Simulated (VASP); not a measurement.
Set up this calculation in VASP 6.6.1, as the native input.

| Item | Value |
| --- | --- |
| Task | relaxation of cell and atoms |
| Functional | PBEsol |
| Potentials or basis | VASP PAW PBE potentials, release 64 (Ir) |
| Cutoff | 600 eV |
| k mesh | 8 × 8 × 8 |
| Occupations | gaussian, width 0.1 eV |
| Spin | no spin polarisation |
| Dipole correction | no |
| Further INCAR settings | ALGO = Fast; EDIFF = 1e-07; IBRION = 2; EDIFFG = -0.01; NSW = 100; ISIF = 3 |

The structure of Ir lies in POSCAR:

```
Ir
1.0
    4.8773957365      0.0000000000      0.0000000000
    0.0000000000      4.8773957365      0.0000000000
    0.0000000000      0.0000000000      4.8773957365
Ir
8
Direct
    0.5000000000      0.5000000000      0.5000000000
    0.0000000000      0.0000000000      0.0000000000
    0.2500000000      0.0000000000      0.5000000000
    0.5000000000      0.2500000000      0.0000000000
    0.5000000000      0.7500000000      0.0000000000
    0.7500000000      0.0000000000      0.5000000000
    0.0000000000      0.5000000000      0.7500000000
    0.0000000000      0.5000000000      0.2500000000
```

One way to write it, as run:

INCAR

```
ALGO = Fast ; EDIFF = 1E-7
EDIFFG = -0.01 ; ENCUT = 600
GGA = PS ; IBRION = 2
ISIF = 3 ; ISMEAR = 0
LASPH = T ; LCHARG = F
LREAL = F ; LWAVE = F
NELM = 100 ; NSW = 100
PREC = Accurate ; SIGMA = 0.1
```

KPOINTS

```
k-points
0
Gamma
  8 8 8
```

Potentials or basis: VASP PAW PBE potentials, release 64 (Ir).

The run is started by

```sh
$ cat potpaw_PBE.64/Ir/POTCAR > POTCAR
$ mpirun -np 1 vasp_std > vasp.out
```

Results of the run:

```json
{"Relaxed volume": "14.66 Å³/atom", "Relaxed cell": "a = 4.895 Å, b = 4.895 Å, c = 4.895 Å, α = 90.00°, β = 90.00°, γ = 90.00°", "Space group after relaxing (to 0.05 Å)": "Pm-3n (No. 223)", "Energy gained by relaxing": "1.9 meV/atom", "Ionic steps": "3", "Pressure after relaxing": "-0.1 GPa", "Band gap on the k mesh": "zero (band 36 reaches 10.12 eV, above the bottom of band 37 at 9.49 eV)"}
```

Caveat: the PAW data sets were made with another functional, which shifts forces and pressure a little; spin-orbit coupling is left out, which moves the levels of the heavy elements.

Run time: 4.9 min on 1 thread of Intel(R) Xeon(R) 6975P-C (Granite Rapids) (shared host), peak memory 0.34 GiB.
